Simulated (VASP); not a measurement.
# InO in VASP: a series of runs

The runs below take InO through single point, with PBE.

All numbers are computed with VASP 6.6.1; they aren't measurements. Logs are shortened: lines on timing, memory, paths and dates and some standing lists are left out, and cuts for length are marked.

### Step 1. The cell of the first run

The cell holds a slab with vacuum, 4 atoms: a = 3.454 Å, b = 3.454 Å, c = 15.877 Å, α = 90.00°, β = 90.00°, γ = 120.00°.

### Step 2. Single point, PBE

Contents of INCAR:

```
SYSTEM = InO
PREC = Accurate ; ENCUT = 520
EDIFF = 1E-6 ; ISMEAR = 0
SIGMA = 0.03 ; LREAL = .FALSE.
LASPH = .TRUE. ; NELM = 100
ALGO = Normal ; ISIF = 2
LWAVE = .FALSE. ; LCHARG = .FALSE.
GGA = PE ; NBANDS = 27
```

Contents of KPOINTS:

```
regular mesh
0
G
  12 12 2
  0 0 0
```

Contents of POSCAR:

```
InO
1.0
    3.4536138013      0.0000000000      0.0000000000
   -1.7268069007      2.9909172868      0.0000000000
    0.0000000000      0.0000000000     15.8771000000
In O
2 2
Direct
    0.6666666667      0.3333333333      0.5900210000
    0.6666666667      0.3333333333      0.4099790000
    0.0000000000      0.0000000000      0.6398670000
    0.0000000000      0.0000000000      0.3601330000
```

Potentials or basis: VASP PAW PBE potentials, release 64 (In_d, O).

Launch:

```sh
cat potpaw_PBE.64/In_d/POTCAR potpaw_PBE.64/O/POTCAR > POTCAR
mpirun -np 1 vasp_std > vasp.out
```

OUTCAR:

```text
SYSTEM = InO
   PREC = Accurate
   ENCUT = 520
   EDIFF = 1E-6
   ISMEAR = 0
   LREAL = .FALSE.
   LASPH = .TRUE.
   NELM = 100
   ISIF = 2
   GGA = PE

 ion  position               nearest neighbor table
   1  0.667  0.333  0.590-   3 2.15   3 2.15   3 2.15   2 2.86
   2  0.667  0.333  0.410-   4 2.15   4 2.15   4 2.15   1 2.86
   3  0.000  0.000  0.640-   1 2.15   1 2.15   1 2.15
   4  0.000  0.000  0.360-   2 2.15   2 2.15   2 2.15

  LATTYP: Found a hexagonal cell.
 ALAT       =     3.4536138013
 C/A-ratio  =     4.5972424577

  Lattice vectors:

 A1 = (   3.4536138013,   0.0000000000,   0.0000000000)
 A2 = (  -1.7268069007,   2.9909172868,   0.0000000000)
 A3 = (   0.0000000000,   0.0000000000,  15.8771000000)

Analysis of symmetry for initial positions (statically):
=====================================================================
 Subroutine PRICEL returns:
 Original cell was already a primitive cell.

 Routine SETGRP: Setting up the symmetry group for a
 hexagonal supercell.

 Subroutine GETGRP returns: Found 12 space group operations
 (whereof 12 operations were pure point group operations)
 out of a pool of 24 trial point group operations.

The static configuration has the point symmetry D_3h.

Analysis of symmetry for dynamics (positions and initial velocities):
=====================================================================
 Subroutine PRICEL returns:
 Original cell was already a primitive cell.

 Routine SETGRP: Setting up the symmetry group for a
 hexagonal supercell.

 Subroutine GETGRP returns: Found 12 space group operations
 (whereof 12 operations were pure point group operations)
 out of a pool of 24 trial point group operations.

The dynamic configuration has the point symmetry D_3h.

 Subroutine INISYM returns: Found 12 space group operations
 (whereof 12 operations are pure point group operations),
 and found     1 'primitive' translations

----------------------------------------------------------------------------------------

                                     Primitive cell

  volume of cell :     164.0021

  direct lattice vectors                    reciprocal lattice vectors
     3.453613801  0.000000000  0.000000000     0.289551773  0.167172794  0.000000000
    -1.726806901  2.990917287  0.000000000     0.000000000  0.334345588  0.000000000
     0.000000000  0.000000000 15.877100000     0.000000000  0.000000000  0.062983794

  length of vectors
     3.453613801  3.453613801 15.877100000     0.334345588  0.334345588  0.062983794

  position of ions in fractional coordinates (direct lattice)
     0.666666667  0.333333333  0.590021000
     0.666666667  0.333333333  0.409979000
     0.000000000  0.000000000  0.639867000
     0.000000000  0.000000000  0.360133000

  ion indices of the primitive-cell ions
   primitive index   ion index
                 1           1
                 2           2
                 3           3
                 4           4

----------------------------------------------------------------------------------------

 KPOINTS: regular mesh

Automatic generation of k-mesh.
 Grid dimensions read from file:
 generate k-points for:   12   12    2

 Generating k-lattice:

  Cartesian coordinates                     Fractional coordinates (reciprocal lattice)
     0.024129314  0.013931066  0.000000000     0.083333333  0.000000000  0.000000000
     0.000000000  0.027862132  0.000000000     0.000000000  0.083333333  0.000000000
     0.000000000  0.000000000  0.031491897     0.000000000  0.000000000  0.500000000

  Length of vectors
     0.027862132  0.027862132  0.031491897

  Shift w.r.t. Gamma in fractional coordinates (k-lattice)
     0.000000000  0.000000000  0.000000000

 Subroutine IBZKPT returns following result:
 ===========================================

 Found     38 irreducible k-points:

 Following reciprocal coordinates:
            Coordinates               Weight
  0.000000  0.000000  0.000000      1.000000
  0.083333  0.000000  0.000000      6.000000
  0.166667  0.000000  0.000000      6.000000
  0.250000  0.000000  0.000000      6.000000
  0.333333  0.000000  0.000000      6.000000
  0.416667  0.000000  0.000000      6.000000
[... 16 lines left out ...]
  0.250000  0.000000  0.500000      6.000000
  0.333333  0.000000  0.500000      6.000000
 [... further k-points ...]
   k-points           NKPTS =     38   k-points in BZ     NKDIM =     38   number of bands    NBANDS=     27
   number of dos      NEDOS =    301   number of ions     NIONS =      4
   total plane-waves  NPLWV =  94080
   dimension x,y,z NGX =    28 NGY =   28 NGZ =  120
   dimension x,y,z NGXF=    56 NGYF=   56 NGZF=  240
   ions per type =               2   2
   NGX,Y,Z   is equivalent  to a cutoff of  13.48, 13.48, 12.56 a.u.
   NGXF,Y,Z  is equivalent  to a cutoff of  26.96, 26.96, 25.13 a.u.
 SYSTEM =  InO
   PREC   = accura    normal or accurate (medium, high low for compatibility)
   ISTART =      0    job   : 0-new  1-cont  2-samecut
   ICHARG =      2    charge: 1-file 2-atom 10-const
   ISPIN  =      1    spin polarized calculation?
   LNONCOLLINEAR =      F non collinear calculations
   LSORBIT =      F    spin-orbit coupling
   LASPH  =      T    aspherical Exc in radial PAW
   ENCUT  =  520.0 eV  38.22 Ry    6.18 a.u.   6.42  6.42 29.52*2*pi/ulx,y,z
   NELM   =    100;   NELMIN=  2; NELMDL= -5     # of ELM steps
   EDIFF  = 0.1E-05   stopping-criterion for ELM
   LREAL  =      F    real-space projection
   EDIFFG = 0.1E-04   stopping-criterion for IOM
   NSW    =      0    number of steps for IOM
   IBRION =     -1    ionic relax: 0-MD 1-quasi-New 2-CG
   NFREE  =      0    steps in history (QN), initial steepest desc. (CG)
   ISIF   =      2    stress and relaxation
   ISYM   =      2    0-nonsym 1-usesym 2-fastsym
   POTIM  = 0.5000    time-step for ionic-motion
   TEBEG  =    0.0;   TEEND  =   0.0 temperature during run
   PSTRESS=    0.0 pullay stress
   NELECT =      38.0000    total number of electrons
   NUPDOWN=      -1.0000    fix difference up-down
   EMIN   =  10.00;   EMAX   =-10.00  energy-range for DOS
   EFERMI =   0.00;   METHOD = LEGACY
   ISMEAR =     0;   SIGMA  =   0.03  broadening in eV -4-tet -1-fermi 0-gaus
   EFERMI_NEDOS =   21; number of points for ismear=-14 and -15
   IALGO  =     38    algorithm
   IMIX   =      4    mixing-type and parameters
     AMIX     =   0.40;   BMIX     =  1.00
     AMIX_MAG =   1.60;   BMIX_MAG =  1.00
  volume/ion in A,a.u.               =      41.00       276.69
  Fermi-wavevector in a.u.,A,eV,Ry     =   1.005510  1.900138 13.756166  1.011050
  Thomas-Fermi vector in A             =   2.138194
   LORBIT       =      0    0 simple, 1 ext, 2 COOP (PROOUT), +10 PAW based schemes
   GGA     = PE    functional components
   LHFCALC =     F    Hartree Fock is set to
   AEXX    =    0.0000 exact exchange contribution
   IVDW    =     0    specifies the selected vdW correction
   LEPSILON=     F    determine dielectric tensor
   LRPA    =     F    only Hartree local field effects (RPA)
 non-spin polarized calculation
 Gauss-broadening in eV      SIGMA  =   0.03
  energy-cutoff  :      520.00
  volume of cell :      164.00
 maximum number of plane-waves:      4451
 NGX is ok and might be reduce to    28
   NGX = 13   NGY = 13   NGZ = 59

 number of electron      37.9999988 magnetization

 Free energy of the ion-electron system (eV)
  ---------------------------------------------------
  ext. energy  EPLUGINS =         0.00000000
  ---------------------------------------------------
  free energy    TOTEN  =       -19.42389243 eV

  energy without entropy =      -19.42389243  energy(sigma->0) =      -19.42389243

 E-fermi :  -1.4313     XC(G=0):  -4.8858

 val. band max:       -1.6312666635   @ k =   0.3333   0.3333   0.5000
 cond. band min:      -1.2727031999   @ k =   0.0000   0.0000   0.5000
 fundamental gap:      0.3585634636
 Fermi energy:        -1.4312986050

 k-point     1 :       0.0000    0.0000    0.0000
  band No.  band energies     occupation
      1     -19.2917      2.00000
      2     -19.2721      2.00000
      3     -15.1744      2.00000
      4     -15.1744      2.00000
      5     -15.1307      2.00000
      6     -15.1307      2.00000
[... 19 lines left out ...]
     26       7.7264      0.00000
     27       7.7264      0.00000

 k-point     2 :       0.0833    0.0000    0.0000
  band No.  band energies     occupation
      1     -19.2817      2.00000
      2     -19.2632      2.00000
      3     -15.2045      2.00000
      4     -15.1577      2.00000
      5     -15.1122      2.00000
      6     -15.1110      2.00000
[... 19 lines left out ...]
     26       6.8248      0.00000
     27       7.6077      0.00000

 k-point     3 :       0.1667    0.0000    0.0000
  band No.  band energies     occupation
      1     -19.2562      2.00000
      2     -19.2404      2.00000
      3     -15.2192      2.00000
      4     -15.1155      2.00000
      5     -15.0620      2.00000
      6     -15.0532      2.00000
[... 19 lines left out ...]
     26       6.9606      0.00000
     27       7.3345      0.00000

 k-point     4 :       0.2500    0.0000    0.0000
  band No.  band energies     occupation
      1     -19.2263      2.00000
      2     -19.2135      2.00000
      3     -15.2088      2.00000
      4     -15.0728      2.00000
      5     -15.0023      2.00000
      6     -14.9957      2.00000
[... 19 lines left out ...]
     26       7.0405      0.00000
     27       7.4325      0.00000
[... 516 lines left out ...]
      4     -15.1155      2.00000
      5     -15.0620      2.00000
      6     -15.0532      2.00000
[... 19 lines left out ...]
     26       7.3345      0.00000
     27       7.5416      0.00000

 k-point    23 :       0.2500    0.0000    0.5000
  band No.  band energies     occupation
      1     -19.2263      2.00000
      2     -19.2135      2.00000
      3     -15.2088      2.00000
      4     -15.0728      2.00000
      5     -15.0023      2.00000
      6     -14.9957      2.00000
[... 19 lines left out ...]
     26       6.8194      0.00000
     27       7.0405      0.00000

 k-point    24 :       0.3333    0.0000    0.5000
  band No.  band energies     occupation
      1     -19.2019      2.00000
      2     -19.1913      2.00000
      3     -15.1920      2.00000
      4     -15.0525      2.00000
      5     -15.0238      2.00000
      6     -14.9487      2.00000
[... 19 lines left out ...]
     26       6.8038      0.00000
     27       7.2503      0.00000

 [... further k-points ...]

------------------------ aborting loop because EDIFF is reached ----------------------------------------

  FORCE on cell =-STRESS in cart. coord.  units (eV):
  Direction    XX          YY          ZZ          XY          YZ          ZX
  --------------------------------------------------------------------------------------
  -------------------------------------------------------------------------------------
  Total       -0.0562888     -0.0562888     -0.0913649      0.0000000      0.0000000      0.0000000
  in kB       -0.5498993     -0.5498993     -0.8925665      0.0000000      0.0000000      0.0000000
  external PRESSURE =      -0.6641217 kB  Pullay stress =       0.0000000 kB

 VOLUME and BASIS-vectors are now :
 -----------------------------------------------------------------------------
  energy-cutoff  :      520.00
  volume of cell :      164.00
      direct lattice vectors                 reciprocal lattice vectors
     3.453613801  0.000000000  0.000000000     0.289551773  0.167172794  0.000000000
    -1.726806901  2.990917287  0.000000000     0.000000000  0.334345588  0.000000000
     0.000000000  0.000000000 15.877100000     0.000000000  0.000000000  0.062983794

 POSITION                                       TOTAL-FORCE (eV/Angst)
 -----------------------------------------------------------------------------------
      1.72681      0.99697      9.36782         0.000000     -0.000000      0.008808
      1.72681      0.99697      6.50928        -0.000000     -0.000000     -0.008808
      0.00000      0.00000     10.15923        -0.000000      0.000000     -0.011775
      0.00000      0.00000      5.71787        -0.000000     -0.000000      0.011775
 -----------------------------------------------------------------------------------
    total drift:                               -0.000000      0.000000      0.000000

  FREE ENERGIE OF THE ION-ELECTRON SYSTEM (eV)
  ---------------------------------------------------
  free  energy   TOTEN  =       -19.4238924299 eV

  energy  without entropy=      -19.4238924299  energy(sigma->0) =      -19.42389243
```

Run time: 2.1 min. Hardware: 1 thread of AMD EPYC 9R45 (Zen 5), shared host; peak memory 0.34 GiB.

Results:

```
Free energy            : -19.4239 eV
Largest force          : 0.012 eV/Å
Band gap on the k mesh : 0.36 eV (least direct gap 1.09 eV)
```

Forces in eV/Å, atoms in the order of the input:
```
In   0.000  0.000  0.009
In   0.000  0.000 -0.009
O    0.000  0.000 -0.012
O    0.000  0.000  0.012
```

Caveat: spin-orbit coupling is left out, which moves the levels of the heavy elements.

### Step 3. Single point, PBE

Contents of INCAR:

```
SYSTEM = InO
ALGO     = Normal         ! electronic algorithm
EDIFF    = 1E-6           ! SCF threshold, eV
ENCUT    = 520            ! plane-wave cutoff, eV
GGA      = PE             ! functional
ISIF     = 2              ! what is computed and relaxed
ISMEAR   = 0              ! smearing method
LASPH    = .True.         ! aspherical terms in the spheres
LCHARG   = .False.        ! write CHGCAR
LREAL    = .False.        ! projectors in reciprocal space
LWAVE    = .False.        ! write WAVECAR
NBANDS   = 27             ! bands
NELM     = 80             ! most SCF steps
PREC     = Accurate       ! precision mode
SIGMA    = 0.03           ! smearing width, eV
```

Contents of KPOINTS:

```
k-points
0
Gamma
  12 12 4
  0 0 0
```

POSCAR is that of step 2.

Potentials or basis: VASP PAW PBE potentials, release 64 (In_d, O).

Launch:

```sh
cat potpaw_PBE.64/In_d/POTCAR potpaw_PBE.64/O/POTCAR > POTCAR
mpirun -np 1 vasp_std > vasp.out
```

It took 3.1 min on 1 thread of AMD EPYC 9R45 (Zen 5), shared host; peak memory 0.39 GiB.

Results (log left out):

| Item | Value |
| --- | --- |
| Free energy | -19.4239 eV |
| Largest force | 0.012 eV/Å |
| Band gap on the k mesh | 0.36 eV (least direct gap 1.09 eV) |

Forces on the atoms (eV/Å):
```
In   0.000  0.000  0.009
In   0.000  0.000 -0.009
O    0.000  0.000 -0.012
O    0.000  0.000  0.012
```

Levels at points of the mesh, in eV from the valence-band top:
```tsv
k point	band 15	band 16	band 17	band 18	band 19	band 20	band 21	band 22	band 23	band 24
(0.00, 0.00, 0.00)	-1.71	-1.71	-1.68	-1.68	-0.73	0.36	3.27	6.16	6.18	8.09
(0.50, 0.00, 0.00)	-2.60	-2.59	-2.50	-1.96	-0.23	2.31	4.14	5.37	6.85	8.24
(0.00, 0.00, 0.50)	-1.71	-1.71	-1.68	-1.68	-0.73	0.36	3.27	5.92	6.63	7.33
(0.50, 0.00, 0.50)	-2.60	-2.59	-2.50	-1.96	-0.23	2.31	4.14	5.37	6.86	8.24
```

Caveat: spin-orbit coupling is left out, which moves the levels of the heavy elements.
